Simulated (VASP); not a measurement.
Write the native input for VASP 6.6.1 that does the following.

| Quantity | Value |
| --- | --- |
| Task | single point |
| Functional | PBE |
| Potentials or basis | VASP PAW PBE potentials, release 64 (N, Si) |
| Cutoff | 520 eV |
| k mesh | 8 × 8 × 5 |
| Occupations | gaussian, width 0.0587 eV |
| Spin | no spin polarisation |
| Dipole correction | no |
| Further INCAR settings | ALGO = Normal; EDIFF = 1e-06; NBANDS = 30 |

The structure of Si2N lies in POSCAR:

```
Si2N
1.0
    5.4199139684     -0.0000003445      0.0000000000
   -2.7099566859      4.6937833552      0.0000000000
    0.0000000000      0.0000000000      3.8442580001
N Si
3 6
Direct
    0.5000000000      0.0000000000      0.0000000000
    0.5000000000      0.5000000000      0.6666666667
    0.0000000000      0.5000000000      0.3333333333
    0.1962450535      0.3924901069      0.0000000000
    0.8037549465      0.1962450535      0.6666666667
    0.6075098931      0.8037549465      0.3333333333
    0.8037549465      0.6075098931      0.0000000000
    0.1962450535      0.8037549465      0.6666666667
    0.3924901069      0.1962450535      0.3333333333
```

One way to write it, as run:

INCAR

```
  PREC = Accurate
  ENCUT = 520
  EDIFF = 1E-6
  ISMEAR = 0
  SIGMA = 0.0587
  LREAL = False
  LASPH = True
  NELM = 100
  ALGO = Normal
  ISIF = 2
  LWAVE = False
  LCHARG = False
  GGA = PE
  NBANDS = 30
```

KPOINTS

```
Automatic mesh
0
Gamma
  8 8 5
```

Potentials or basis: VASP PAW PBE potentials, release 64 (N, Si).

Command:

```sh
$ cat potpaw_PBE.64/N/POTCAR potpaw_PBE.64/Si/POTCAR > POTCAR
$ mpirun -np 1 vasp_std > vasp.out
```

Results of the run:

```json
{"Pressure": "19.9 GPa", "Largest force": "0.009 eV/Å", "Band gap on the k mesh": "zero (an odd number of electrons rules out a gap without spin polarisation)"}
```

Caveat: the cell stands under pressure.

It took 110 s on 1 thread of Intel Xeon 8259CL, on a shared host, peak memory 0.23 GiB.
